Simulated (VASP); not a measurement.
Runs of VASP 6.6.1 on I. The structure is that of space group Pm-3m (No. 221), or close to it. The cells are those of the table. 

```tsv
task	cell	smearing	k mesh for the DOS	occupations for the DOS	gap on the mesh (eV)	pressure (GPa)
single point	a = 2.591 Å, 1 atom	fermi-dirac 0.1 eV	-	-	none	(c)
single point	a = 3.072 Å, 1 atom	fermi-dirac 0.1 eV	-	-	none	17.9
single point	a = 3.381 Å, 1 atom	fermi-dirac 0.1 eV	-	-	none	0.0
single point	a = 2.929 Å, 1 atom	fermi-dirac 0.1 eV	-	-	none	38.1
single point	a = 2.491 Å, 1 atom	fermi-dirac 0.1 eV	-	-	none	(b)
single point	a = 3.324 Å, 1 atom	fermi-dirac 0.1 eV	-	-	none	1.7
single point	a = 2.591 Å, 1 atom	methfessel-paxton 0.05 eV	-	-	none	136.7
single point	a = 2.591 Å, 1 atom	methfessel-paxton 0.15 eV	-	-	none	(a)
single point	a = 2.770 Å, 1 atom	fermi-dirac 0.1 eV	-	-	none	70.7
```

Alike in all rows: level PBEsol; potentials or basis VASP PAW PBE potentials, release 64 (I); no spin polarisation; k mesh 11 × 11 × 11; cutoff (eV) 520.

Question: Fill in the values left out.

Answer: (a) 136.3; (b) 197.8; (c) 135.7.

Caveats: the PAW data sets were made with another functional, which shifts forces and pressure a little; spin-orbit coupling is left out, which moves the levels of the heavy elements; an odd number of electrons without spin polarisation forces a metal; a magnetic or distorted state may lie lower.

A k mesh can miss the band edges, and the runs leave out spin-orbit coupling on I.

A gap of «none» marks levels without a gap at the run's occupations.
